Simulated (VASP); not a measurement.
# CaZr (P4/mmm) in VASP: further runs, part 2 of 3

VASP 6.6.1.

## (3) Single point, PBE

This run uses another cell than the first one, of 28.18 Å³/atom.

INCAR reads:

```
SYSTEM = CaZr
PREC = Accurate
ENCUT = 520
EDIFF = 1E-6
ISMEAR = 0
SIGMA = 0.1
LREAL = .False.
LASPH = .True.
NELM = 60
ALGO = Normal
ISIF = 2
LWAVE = .False.
LCHARG = .True.
GGA = PE
LELF = .True.
LVHAR = .True.
NBANDS = 18
```

KPOINTS reads:

```
Automatic mesh
0
Gamma
  6 6 4
  0 0 0
```

POSCAR reads:

```
CaZr
1.0
    3.2603926561      0.0000000000      0.0000000000
    0.0000000000      3.2603926561      0.0000000000
    0.0000000000      0.0000000000      5.3016756667
Ca Zr
1 1
Direct
    0.5000000000      0.5000000000      0.5000000000
    0.0000000000      0.0000000000      0.0000000000
```

Potentials or basis: VASP PAW PBE potentials, release 64 (Ca_sv, Zr_sv).

Command:

```sh
cat potpaw_PBE.64/Ca_sv/POTCAR potpaw_PBE.64/Zr_sv/POTCAR > POTCAR
mpirun -np 1 vasp_std > vasp.out
```

OUTCAR:

```text
SYSTEM = CaZr
   PREC = Accurate
   ENCUT = 520
   EDIFF = 1E-6
   ISMEAR = 0
   LREAL = .False.
   LASPH = .True.
   NELM = 60
   ISIF = 2
   GGA = PE

 ion  position               nearest neighbor table
   1  0.500  0.500  0.500-   2 3.51   2 3.51   2 3.51   2 3.51   2 3.51   2 3.51   2 3.51   2 3.51

   2  0.000  0.000  0.000-   1 3.51   1 3.51   1 3.51   1 3.51   1 3.51   1 3.51   1 3.51   1 3.51

  LATTYP: Found a simple tetragonal cell.
 ALAT       =     3.2603926561
 C/A-ratio  =     1.6260850229

  Lattice vectors:

 A1 = (   3.2603926561,   0.0000000000,   0.0000000000)
 A2 = (   0.0000000000,   3.2603926561,   0.0000000000)
 A3 = (   0.0000000000,   0.0000000000,   5.3016756667)

Analysis of symmetry for initial positions (statically):
=====================================================================
 Subroutine PRICEL returns:
 Original cell was already a primitive cell.

 Routine SETGRP: Setting up the symmetry group for a
 simple tetragonal supercell.

 Subroutine GETGRP returns: Found 16 space group operations
 (whereof 16 operations were pure point group operations)
 out of a pool of 16 trial point group operations.

The static configuration has the point symmetry D_4h.

Analysis of symmetry for dynamics (positions and initial velocities):
=====================================================================
 Subroutine PRICEL returns:
 Original cell was already a primitive cell.

 Routine SETGRP: Setting up the symmetry group for a
 simple tetragonal supercell.

 Subroutine GETGRP returns: Found 16 space group operations
 (whereof 16 operations were pure point group operations)
 out of a pool of 16 trial point group operations.

The dynamic configuration has the point symmetry D_4h.

 Subroutine INISYM returns: Found 16 space group operations
 (whereof 16 operations are pure point group operations),
 and found     1 'primitive' translations

[... 112 lines left out ...]
   IMIX   =      4    mixing-type and parameters
     AMIX     =   0.40;   BMIX     =  1.00
     AMIX_MAG =   1.60;   BMIX_MAG =  1.00
  volume/ion in A,a.u.               =      28.18       190.16
  Fermi-wavevector in a.u.,A,eV,Ry     =   1.196460  2.260981 19.476954  1.431516
  Thomas-Fermi vector in A             =   2.332399
   LORBIT       =      0    0 simple, 1 ext, 2 COOP (PROOUT), +10 PAW based schemes
   GGA     = PE    functional components
   LHFCALC =     F    Hartree Fock is set to
   AEXX    =    0.0000 exact exchange contribution
   IVDW    =     0    specifies the selected vdW correction
   LEPSILON=     F    determine dielectric tensor
   LRPA    =     F    only Hartree local field effects (RPA)
 non-spin polarized calculation
 Gauss-broadening in eV      SIGMA  =   0.10
  energy-cutoff  :      520.00
  volume of cell :       56.36
 maximum number of plane-waves:      1544
   NGX = 13   NGY = 13   NGZ = 19

 number of electron      22.0000001 magnetization

 Free energy of the ion-electron system (eV)
  ---------------------------------------------------
  ext. energy  EPLUGINS =         0.00000000
  ---------------------------------------------------
  free energy    TOTEN  =        -9.53878170 eV

  energy without entropy =       -9.52520280  energy(sigma->0) =       -9.53199225

 E-fermi :   5.1671     XC(G=0):  -9.6553

 val. band max:        5.1548560109   @ k =   0.5000   0.0000   0.0000
 cond. band min:       5.1883071694   @ k =   0.3333   0.3333   0.2500
 fundamental gap:      0.0334511585
 Fermi energy:         5.1670956777

 k-point     1 :       0.0000    0.0000    0.0000
  band No.  band energies     occupation
      1     -43.7273      2.00000
      2     -35.5062      2.00000
      3     -21.8154      2.00000
      4     -21.4892      2.00000
      5     -21.4892      2.00000
      6     -16.4835      2.00000
[... 481 lines left out ...]
      5     -21.4516      2.00000
      6     -16.8115      2.00000
[... 10 lines left out ...]
     17      10.1260      0.00000
     18      10.1830      0.00000

 [... further k-points ...]

------------------------ aborting loop because EDIFF is reached ----------------------------------------

  FORCE on cell =-STRESS in cart. coord.  units (eV):
  Direction    XX          YY          ZZ          XY          YZ          ZX
  --------------------------------------------------------------------------------------
  -------------------------------------------------------------------------------------
  Total        0.0162898      0.0162898      0.0489186      0.0000000      0.0000000      0.0000000
  in kB        0.4630994      0.4630994      1.3906947      0.0000000      0.0000000      0.0000000
  external PRESSURE =       0.7722978 kB  Pullay stress =       0.0000000 kB

 VOLUME and BASIS-vectors are now :
 -----------------------------------------------------------------------------
  energy-cutoff  :      520.00
  volume of cell :       56.36
      direct lattice vectors                 reciprocal lattice vectors
     3.260392656  0.000000000  0.000000000     0.306711524  0.000000000  0.000000000
     0.000000000  3.260392656  0.000000000     0.000000000  0.306711524  0.000000000
     0.000000000  0.000000000  5.301675667     0.000000000  0.000000000  0.188619611

 POSITION                                       TOTAL-FORCE (eV/Angst)
 -----------------------------------------------------------------------------------
      1.63020      1.63020      2.65084         0.000000      0.000000      0.000000
      0.00000      0.00000      0.00000         0.000000      0.000000      0.000000
 -----------------------------------------------------------------------------------
    total drift:                                0.000000      0.000000     -0.000000

  FREE ENERGIE OF THE ION-ELECTRON SYSTEM (eV)
  ---------------------------------------------------
  free  energy   TOTEN  =        -9.5387816954 eV

  energy  without entropy=       -9.5252027961  energy(sigma->0) =       -9.53199225
```

It took 9.6 s on 1 thread of Intel Xeon 6975P-C (Granite Rapids), shared host; peak memory 0.17 GiB.

Results:

- Free energy: -9.5388 eV
- Pressure: 0.1 GPa
- Band gap on the k mesh: zero (bands 11 and 12 overlap by 1.21 eV)

Stress tensor (GPa, compression positive):
```
0.05 0.00 0.00
0.00 0.05 0.00
0.00 0.00 0.14
```

Levels at points of the mesh, in eV from the Fermi level:
```
           k point  band 8  band 9  band 10  band 11  band 12  band 13  band 14  band 15
(0.00, 0.00, 0.00)  -21.54   -4.71    -1.74    -0.88     1.22     2.12     2.20     2.20
(0.50, 0.00, 0.00)  -21.50   -1.65    -0.75    -0.61    -0.01     0.98     2.02     2.13
(0.50, 0.50, 0.00)  -21.55   -1.84    -1.14    -0.70    -0.70     3.03     3.03     4.40
(0.00, 0.00, 0.50)  -21.54   -3.47    -2.76    -0.70     0.43     1.70     2.44     2.58
(0.50, 0.00, 0.50)  -21.50   -1.77    -1.76     0.52     0.78     0.79     1.93     2.36
(0.50, 0.50, 0.50)  -21.56   -1.46    -0.12    -0.12    -0.02     1.49     1.49     1.78
```

[end of part 2 of 3]
